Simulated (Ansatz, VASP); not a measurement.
**Be2WN3: VASP beside Ansatz**

```xyz
6
Lattice="3.5709 0.0000 0.0000 0.0000 3.5709 0.0000 0.0000 0.0000 5.6435" Properties=species:S:1:pos:R:3 pbc="T T T"
Be    1.7854    1.7854    2.6819
Be    0.0000    0.0000    1.4280
W     0.0000    0.0000    3.7790
N     1.7854    0.0000    2.6877
N     0.0000    1.7854    2.6877
N     0.0000    0.0000   -0.1041
```

Alike in both runs: functional PBE; k mesh 3 × 3 × 3; occupations gaussian, width 0.15 eV; no spin polarisation.

Ansatz relaxed the structure, and its values are those at the end. VASP's run is a single point on that final structure, the one shown.

```csv
,VASP,Ansatz
version,VASP 6.6.1,Ansatz 0.2.0
potentials or method,"VASP PAW PBE potentials, release 64 (Be, W_sv, N), cutoff 600 eV","scalar-relativistic, plane waves, PAW"
valence electrons in the cell,33,33
```

|  | VASP | Ansatz | Ansatz less VASP |
| --- | --- | --- | --- |
| gap on the k mesh at the Fermi level (eV) | none | none | - |
| pressure (GPa) | 0.8 | 0.2 | -0.58 |
| rms of the force components (eV/Å) | 0.084 | 0.021 | -0.0632 |

A gap of «none» marks a metal or a gap that the smearing closes.

The k mesh is coarse, so the values compare programs but aren't converged. Spin-orbit coupling is off throughout.
